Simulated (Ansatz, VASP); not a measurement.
CoSn in VASP and in Ansatz

```xyz
6
Lattice="5.2460 0.0000 0.0000 -2.6230 4.5432 0.0000 0.0000 0.0000 4.1876" Properties=species:S:1:pos:R:3 pbc="T T T"
Co   -1.3115    2.2716    0.0000
Co    1.3115    2.2716    0.0000
Co    2.6230    0.0000    0.0000
Sn    2.6230    1.5144    2.0938
Sn    0.0000    3.0288    2.0938
Sn    0.0000    0.0000    0.0000
```

Alike in both runs: task relaxation of cell and atoms; functional PBE; k mesh 12 × 12 × 12; occupations gaussian, width 0.03 eV; no spin polarisation.

```csv
,VASP,Ansatz
version,VASP 6.6.1,Ansatz 0.2.0
potentials or method,"VASP PAW PBE potentials, release 64 (Co, Sn_d), cutoff 600 eV","scalar-relativistic, plane waves, PAW"
valence electrons in the cell,69,93
```

```tsv
	VASP	Ansatz	Ansatz less VASP
gap on the k mesh at the Fermi level, each at its own relaxed structure (eV)	none	none	-
relaxed volume (Å³/atom)	17.12	17.13	+0.010
relaxed cell length with the largest relative difference (Å)	4.228	4.230	+0.0024
```

A gap of «none» marks a metal or a gap that the smearing closes. VASP's potentials hold 69 valence electrons a cell and Ansatz's 93, so a difference there can come from the potentials and not from the codes.
